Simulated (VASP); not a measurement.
Runs of VASP 6.6.1 on Tl. The structure is that of space group Im-3m (No. 229), or close to it. The cells are those of the table. 

| cell | gap on the mesh (eV) | pressure (GPa) |
| --- | --- | --- |
| a = 2.420 Å, angles 109.5°, 1 atom | none | 478.6 |
| a = 3.049 Å, angles 109.5°, 1 atom | none | (a) |
| a = 2.607 Å, angles 109.5°, 1 atom | none | (b) |
| a = 3.171 Å, angles 109.5°, 1 atom | none | 6.2 |
| a = 2.916 Å, angles 109.5°, 1 atom | none | 41.2 |

Alike in all rows: task single point; level LDA; potentials or basis VASP PAW LDA potentials, release 64 (Tl_d); no spin polarisation; k mesh 14 × 14 × 14; cutoff (eV) 520; smearing fermi-dirac 0.1 eV.

Task: Estimate the missing entries.

Result: (a) 17.9; (b) 200.4.

Caveats: spin-orbit coupling is left out, which moves the levels of the heavy elements.

A k mesh can miss the band edges, and the runs leave out spin-orbit coupling on Tl.

A gap of «none» marks levels without a gap at the run's occupations.
